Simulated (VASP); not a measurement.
# MgBeI4 (P4_2/mmc) in VASP: single point with PBE

Aim: the single point of MgBeI4 with PBE.

Everything below comes from runs of VASP 6.6.1. Logs are shortened: lines on timing, memory, paths and dates and some standing lists are left out, and cuts for length are marked.

## 1. The cell of the first run

Symmetry: P4_2/mmc, No. 131, tetragonal system. The conventional cell has a = 4.947 Å, b = 4.947 Å, c = 14.925 Å, α = 90.00°, β = 90.00°, γ = 90.00°. Within 4.0 Å of Mg (site symmetry mmm) lie 8 I at 3.03 Å. Be (site symmetry -4m2) has 8 I at 3.17 Å within 4.2 Å. I (site symmetry 2mm) has 2 Mg at 3.03 Å and 2 Be at 3.17 Å and 6 I at 3.50 to 3.96 Å within 4.0 Å. I (site symmetry 2mm) has 2 Mg at 3.03 Å and 2 Be at 3.17 Å and 6 I at 3.49 to 3.96 Å within 4.0 Å.

## 2. Single point, PBE

INCAR reads:

```
PREC = Accurate
ENCUT = 520
EDIFF = 1E-6
ISMEAR = 0
SIGMA = 0.1
LREAL = F
LASPH = T
NELM = 60
ALGO = Normal
ISIF = 2
LWAVE = F
LCHARG = F
GGA = PE
NBANDS = 44
```

KPOINTS reads:

```
regular mesh
0
Gamma
  4 4 2
```

POSCAR reads:

```
MgBeI4
1.0
    4.9470011100      0.0000000000      0.0000000000
    0.0000000000      4.9470011100      0.0000000000
    0.0000000000      0.0000000000     14.9250772200
Mg Be I
2 2 8
Direct
    0.5000000000      0.5000000000      0.0000000000
    0.5000000000      0.5000000000      0.5000000000
    0.0000000000      0.0000000000      0.7500000000
    0.0000000000      0.0000000000      0.2500000000
    0.5000000000      0.0000000000      0.1176773400
    0.5000000000      0.0000000000      0.6169556200
    0.0000000000      0.5000000000      0.8830443800
    0.0000000000      0.5000000000      0.3823226600
    0.5000000000      0.0000000000      0.8823226600
    0.5000000000      0.0000000000      0.3830443800
    0.0000000000      0.5000000000      0.1169556200
    0.0000000000      0.5000000000      0.6176773400
```

Potentials or basis: VASP PAW PBE potentials, release 64 (Mg, Be, I).

Launch:

```console
> cat potpaw_PBE.64/Mg/POTCAR potpaw_PBE.64/Be/POTCAR potpaw_PBE.64/I/POTCAR > POTCAR
> mpirun -np 1 vasp_std > vasp.out
```

OUTCAR:

```text
PREC = Accurate
   ENCUT = 520
   EDIFF = 1E-6
   ISMEAR = 0
   LREAL = F
   LASPH = T
   NELM = 60
   ISIF = 2
   GGA = PE

 ion  position               nearest neighbor table
   1  0.500  0.500  0.000-   7 3.03  11 3.03   7 3.03  11 3.03   5 3.03   9 3.03   9 3.03   5 3.03

   2  0.500  0.500  0.500-   6 3.03  10 3.03   6 3.03  10 3.03   8 3.03  12 3.03   8 3.03  12 3.03

   3  0.000  0.000  0.750-
   4  0.000  0.000  0.250-
   5  0.500  0.000  0.118-   1 3.03   1 3.03  11 3.50  11 3.50  11 3.50  11 3.50   9 3.51
   6  0.500  0.000  0.617-   2 3.03   2 3.03  10 3.49  12 3.50  12 3.50  12 3.50  12 3.50
   7  0.000  0.500  0.883-   1 3.03   1 3.03  11 3.49   9 3.50   9 3.50   9 3.50   9 3.50
   8  0.000  0.500  0.382-   2 3.03   2 3.03  10 3.50  10 3.50  10 3.50  10 3.50  12 3.51
   9  0.500  0.000  0.882-   1 3.03   1 3.03   7 3.50   7 3.50   7 3.50   7 3.50   5 3.51
  10  0.500  0.000  0.383-   2 3.03   2 3.03   6 3.49   8 3.50   8 3.50   8 3.50   8 3.50
  11  0.000  0.500  0.117-   1 3.03   1 3.03   7 3.49   5 3.50   5 3.50   5 3.50   5 3.50
  12  0.000  0.500  0.618-   2 3.03   2 3.03   6 3.50   6 3.50   6 3.50   6 3.50   8 3.51

  LATTYP: Found a simple tetragonal cell.
 ALAT       =     4.9470011100
 C/A-ratio  =     3.0169949204

  Lattice vectors:

 A1 = (   4.9470011100,   0.0000000000,   0.0000000000)
 A2 = (   0.0000000000,   4.9470011100,   0.0000000000)
 A3 = (   0.0000000000,   0.0000000000,  14.9250772200)

Analysis of symmetry for initial positions (statically):
=====================================================================
 Subroutine PRICEL returns:
 Original cell was already a primitive cell.

 Routine SETGRP: Setting up the symmetry group for a
 simple tetragonal supercell.

 Subroutine GETGRP returns: Found 16 space group operations
 (whereof  8 operations were pure point group operations)
 out of a pool of 16 trial point group operations.

The static configuration has the point symmetry D_2h.
 The point group associated with its full space group is D_4h.

Analysis of symmetry for dynamics (positions and initial velocities):
=====================================================================
 Subroutine PRICEL returns:
 Original cell was already a primitive cell.

 Routine SETGRP: Setting up the symmetry group for a
 simple tetragonal supercell.

 Subroutine GETGRP returns: Found 16 space group operations
 (whereof  8 operations were pure point group operations)
 out of a pool of 16 trial point group operations.

The dynamic configuration has the point symmetry D_2h.
 The point group associated with its full space group is D_4h.

 Subroutine INISYM returns: Found 16 space group operations
 (whereof  8 operations are pure point group operations),
 and found     1 'primitive' translations

----------------------------------------------------------------------------------------

                                     Primitive cell

  volume of cell :     365.2587

  direct lattice vectors                    reciprocal lattice vectors
     4.947001110  0.000000000  0.000000000     0.202142667  0.000000000  0.000000000
     0.000000000  4.947001110  0.000000000     0.000000000  0.202142667  0.000000000
     0.000000000  0.000000000 14.925077220     0.000000000  0.000000000  0.067001328

  length of vectors
     4.947001110  4.947001110 14.925077220     0.202142667  0.202142667  0.067001328

  position of ions in fractional coordinates (direct lattice)
     0.500000000  0.500000000  0.000000000
     0.500000000  0.500000000  0.500000000
     0.000000000  0.000000000  0.750000000
     0.000000000  0.000000000  0.250000000
     0.500000000  0.000000000  0.117677340
     0.500000000  0.000000000  0.616955620
     0.000000000  0.500000000  0.883044380
     0.000000000  0.500000000  0.382322660
     0.500000000  0.000000000  0.882322660
     0.500000000  0.000000000  0.383044380
     0.000000000  0.500000000  0.116955620
     0.000000000  0.500000000  0.617677340

  ion indices of the primitive-cell ions
   primitive index   ion index
                 1           1
                 2           2
                 3           3
                 4           4
                 5           5
                 6           6
                 7           7
                 8           8
                 9           9
                10          10
                11          11
                12          12

----------------------------------------------------------------------------------------

 KPOINTS: regular mesh

Automatic generation of k-mesh.
 Grid dimensions read from file:
 generate k-points for:    4    4    2

 Generating k-lattice:

  Cartesian coordinates                     Fractional coordinates (reciprocal lattice)
     0.050535667  0.000000000  0.000000000     0.250000000  0.000000000  0.000000000
     0.000000000  0.050535667  0.000000000     0.000000000  0.250000000  0.000000000
     0.000000000  0.000000000  0.033500664     0.000000000  0.000000000  0.500000000

  Length of vectors
     0.050535667  0.050535667  0.033500664

  Shift w.r.t. Gamma in fractional coordinates (k-lattice)
     0.000000000  0.000000000  0.000000000

 Subroutine IBZKPT returns following result:
 ===========================================

 Found     12 irreducible k-points:

 Following reciprocal coordinates:
            Coordinates               Weight
  0.000000  0.000000  0.000000      1.000000
  0.250000  0.000000  0.000000      4.000000
  0.500000  0.000000  0.000000      2.000000
  0.250000  0.250000  0.000000      4.000000
  0.500000  0.250000  0.000000      4.000000
  0.500000  0.500000  0.000000      1.000000
  0.000000  0.000000  0.500000      1.000000
  0.250000  0.000000  0.500000      4.000000
  0.500000  0.000000  0.500000      2.000000
  0.250000  0.250000  0.500000      4.000000
  0.500000  0.250000  0.500000      4.000000
  0.500000  0.500000  0.500000      1.000000
   k-points           NKPTS =     12   k-points in BZ     NKDIM =     12   number of bands    NBANDS=     44
   number of dos      NEDOS =    301   number of ions     NIONS =     12
   total plane-waves  NPLWV = 179200
   dimension x,y,z NGX =    40 NGY =   40 NGZ =  112
   dimension x,y,z NGXF=    80 NGYF=   80 NGZF=  224
   ions per type =               2   2   8
   NGX,Y,Z   is equivalent  to a cutoff of  13.44, 13.44, 12.48 a.u.
   NGXF,Y,Z  is equivalent  to a cutoff of  26.88, 26.88, 24.95 a.u.
 SYSTEM =  unknown system
   PREC   = accura    normal or accurate (medium, high low for compatibility)
   ISTART =      0    job   : 0-new  1-cont  2-samecut
   ICHARG =      2    charge: 1-file 2-atom 10-const
   ISPIN  =      1    spin polarized calculation?
   LNONCOLLINEAR =      F non collinear calculations
   LSORBIT =      F    spin-orbit coupling
   LASPH  =      T    aspherical Exc in radial PAW
   ENCUT  =  520.0 eV  38.22 Ry    6.18 a.u.   9.20  9.20 27.75*2*pi/ulx,y,z
   NELM   =     60;   NELMIN=  2; NELMDL= -5     # of ELM steps
   EDIFF  = 0.1E-05   stopping-criterion for ELM
   LREAL  =      F    real-space projection
   EDIFFG = 0.1E-04   stopping-criterion for IOM
   NSW    =      0    number of steps for IOM
   IBRION =     -1    ionic relax: 0-MD 1-quasi-New 2-CG
   NFREE  =      0    steps in history (QN), initial steepest desc. (CG)
   ISIF   =      2    stress and relaxation
   ISYM   =      2    0-nonsym 1-usesym 2-fastsym
   POTIM  = 0.5000    time-step for ionic-motion
   TEBEG  =    0.0;   TEEND  =   0.0 temperature during run
   PSTRESS=    0.0 pullay stress
   NELECT =      64.0000    total number of electrons
   NUPDOWN=      -1.0000    fix difference up-down
   EMIN   =  10.00;   EMAX   =-10.00  energy-range for DOS
   EFERMI =   0.00;   METHOD = LEGACY
   ISMEAR =     0;   SIGMA  =   0.10  broadening in eV -4-tet -1-fermi 0-gaus
   EFERMI_NEDOS =   21; number of points for ismear=-14 and -15
   IALGO  =     38    algorithm
   IMIX   =      4    mixing-type and parameters
     AMIX     =   0.40;   BMIX     =  1.00
     AMIX_MAG =   1.60;   BMIX_MAG =  1.00
  volume/ion in A,a.u.               =      30.44       205.41
  Fermi-wavevector in a.u.,A,eV,Ry     =   0.916083  1.731145 11.418108  0.839207
  Thomas-Fermi vector in A             =   2.040898
   LORBIT       =      0    0 simple, 1 ext, 2 COOP (PROOUT), +10 PAW based schemes
   GGA     = PE    functional components
   LHFCALC =     F    Hartree Fock is set to
   AEXX    =    0.0000 exact exchange contribution
   IVDW    =     0    specifies the selected vdW correction
   LEPSILON=     F    determine dielectric tensor
   LRPA    =     F    only Hartree local field effects (RPA)
 non-spin polarized calculation
 Gauss-broadening in eV      SIGMA  =   0.10
  energy-cutoff  :      520.00
  volume of cell :      365.26
 maximum number of plane-waves:      9892
 NGX is ok and might be reduce to    40
   NGX = 19   NGY = 19   NGZ = 55

 number of electron      63.9999990 magnetization

 Free energy of the ion-electron system (eV)
  ---------------------------------------------------
  ext. energy  EPLUGINS =         0.00000000
  ---------------------------------------------------
  free energy    TOTEN  =       -21.60498363 eV

  energy without entropy =      -21.58342435  energy(sigma->0) =      -21.59420399

 E-fermi :   4.6789     XC(G=0):  -8.6271

 val. band max:        4.6615704141   @ k =   0.2500   0.2500   0.0000
 cond. band min:       4.7558349168   @ k =   0.5000   0.5000   0.0000
 fundamental gap:      0.0942645027
 Fermi energy:         4.6789016145

 k-point     1 :       0.0000    0.0000    0.0000
  band No.  band energies     occupation
      1      -9.2789      2.00000
      2      -9.1232      2.00000
      3      -8.8100      2.00000
      4      -8.6063      2.00000
      5      -7.5371      2.00000
      6      -7.4120      2.00000
[... 36 lines left out ...]
     43       7.6386      0.00000
     44       8.4654      0.00000
[... 476 lines left out ...]
      4      -8.3163      2.00000
      5      -7.8485      2.00000
      6      -7.8485      2.00000
[... 36 lines left out ...]
     43       9.5739      0.00000
     44       9.5739      0.00000

------------------------ aborting loop because EDIFF is reached ----------------------------------------

  FORCE on cell =-STRESS in cart. coord.  units (eV):
  Direction    XX          YY          ZZ          XY          YZ          ZX
  --------------------------------------------------------------------------------------
  -------------------------------------------------------------------------------------
  Total       12.9555806     12.9555806      1.1012469      0.0000000      0.0000000      0.0000000
  in kB       56.8285873     56.8285873      4.8305287      0.0000000      0.0000000      0.0000000
  external PRESSURE =      39.4959011 kB  Pullay stress =       0.0000000 kB

 VOLUME and BASIS-vectors are now :
 -----------------------------------------------------------------------------
  energy-cutoff  :      520.00
  volume of cell :      365.26
      direct lattice vectors                 reciprocal lattice vectors
     4.947001110  0.000000000  0.000000000     0.202142667  0.000000000  0.000000000
     0.000000000  4.947001110  0.000000000     0.000000000  0.202142667  0.000000000
     0.000000000  0.000000000 14.925077220     0.000000000  0.000000000  0.067001328

 POSITION                                       TOTAL-FORCE (eV/Angst)
 -----------------------------------------------------------------------------------
      2.47350      2.47350      0.00000         0.000000     -0.000000      0.000000
      2.47350      2.47350      7.46254         0.000000     -0.000000      0.000000
      0.00000      0.00000     11.19381         0.000000     -0.000000      0.000000
      0.00000      0.00000      3.73127         0.000000     -0.000000      0.000000
      2.47350      0.00000      1.75634         0.000000     -0.000000      0.935126
      2.47350      0.00000      9.20811         0.000000      0.000000      0.918948
      0.00000      2.47350     13.17951         0.000000     -0.000000     -0.918948
      0.00000      2.47350      5.70620         0.000000     -0.000000     -0.935126
      2.47350      0.00000     13.16873         0.000000      0.000000     -0.935126
      2.47350      0.00000      5.71697         0.000000      0.000000     -0.918948
      0.00000      2.47350      1.74557        -0.000000     -0.000000      0.918948
      0.00000      2.47350      9.21888         0.000000     -0.000000      0.935126
 -----------------------------------------------------------------------------------
    total drift:                                0.000000      0.000000     -0.000000

  FREE ENERGIE OF THE ION-ELECTRON SYSTEM (eV)
  ---------------------------------------------------
  free  energy   TOTEN  =       -21.6049836260 eV

  energy  without entropy=      -21.5834243451  energy(sigma->0) =      -21.59420399
```

Run time: 2.7 min. Hardware: 1 thread of Intel Xeon 6975P-C (Granite Rapids), shared host; peak memory 0.5 GiB.

Results:

| Quantity | Value |
| --- | --- |
| Free energy | -21.6050 eV |
| Pressure | 3.9 GPa |
| Largest force | 0.935 eV/Å |
| Band gap on the k mesh | zero (bands 32 and 33 overlap by 0.40 eV) |

Forces in eV/Å, atoms in the order of the input:
```
Mg   0.000  0.000  0.000
Mg   0.000  0.000  0.000
Be   0.000  0.000  0.000
Be   0.000  0.000  0.000
I    0.000  0.000  0.935
I    0.000  0.000  0.919
I    0.000  0.000 -0.919
I    0.000  0.000 -0.935
I    0.000  0.000 -0.935
I    0.000  0.000 -0.919
I    0.000  0.000  0.919
I    0.000  0.000  0.935
```

Levels at points of the mesh, in eV from the Fermi level:
```csv
k point,band 29,band 30,band 31,band 32,band 33,band 34,band 35,band 36
"(0.00, 0.00, 0.00)",-0.76,-0.42,-0.42,-0.39,-0.21,0.53,0.95,1.11
"(0.50, 0.00, 0.00)",-2.43,-2.36,-1.12,-1.03,0.64,1.45,2.48,2.80
"(0.50, 0.50, 0.00)",0.08,0.08,0.11,0.19,0.21,0.39,0.98,1.85
"(0.00, 0.00, 0.50)",-0.55,-0.55,-0.53,-0.53,0.19,0.19,1.14,1.14
"(0.50, 0.00, 0.50)",-1.83,-1.81,-1.80,-1.77,1.07,1.07,2.76,2.76
"(0.50, 0.50, 0.50)",-0.02,-0.02,0.14,0.14,0.32,0.32,1.34,1.34
```

Caveat: the stress differs along the axes, from 0 to 6 GPa; semilocal functionals underestimate gaps, and a narrow one can read as zero; spin-orbit coupling is left out, which moves the levels of the heavy elements.

The gap in the log of VASP goes by the Fermi energy; the results here count the filled bands.